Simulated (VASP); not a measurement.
## Pt: single point with PBEsol

The system is Pt.

```
Pt
1.0
     0.00000    2.05698    2.05698
     2.05698    0.00000    2.05698
     2.05698    2.05698    0.00000
Pt
1
Direct
  0.00000 0.00000 0.00000
```

This cell differs from its parent crystal: strain +0.050 along x and y, +0.050 along z.

```json
{
 "Program": "VASP 6.6.1",
 "Task": "single point",
 "Functional": "PBEsol",
 "Potentials or basis": "VASP PAW PBE potentials, release 64 (Pt)",
 "Cutoff": "520 eV",
 "k mesh": "26 × 26 × 26",
 "Occupations": "gaussian, width 0.15 eV",
 "Spin": "no spin polarisation",
 "Dipole correction": "no",
 "Further INCAR settings": "ALGO = Normal; EDIFF = 1e-06; NBANDS = 11"
}
```

The pressure is -28.4 GPa and the band gap on the k mesh is zero (bands 5 and 6 overlap by 1.73 eV).

Levels at points of the mesh, in eV from the Fermi level:
```
           k point  band 3  band 4  band 5  band 6  band 7  band 8
(0.00, 0.00, 0.00)   -3.00   -3.00   -1.29   -1.29   14.91   19.07
(0.50, 0.00, 0.00)   -3.04    0.02    0.02    0.03    4.80   14.42
(0.50, 0.50, 0.00)    0.00    0.36    0.36    2.00    7.40   10.87
```

Run time: 49 s on 1 thread of Intel(R) Xeon(R) Platinum 8488C (Sapphire Rapids), with other jobs on the host, peak memory 0.22 GiB.

Caveat: the cell differs from its parent crystal (strain +0.050 along x and y, +0.050 along z); the cell stands under tension; the PAW data sets were made with another functional, which shifts forces and pressure a little; spin-orbit coupling is left out, which moves the levels of the heavy elements.
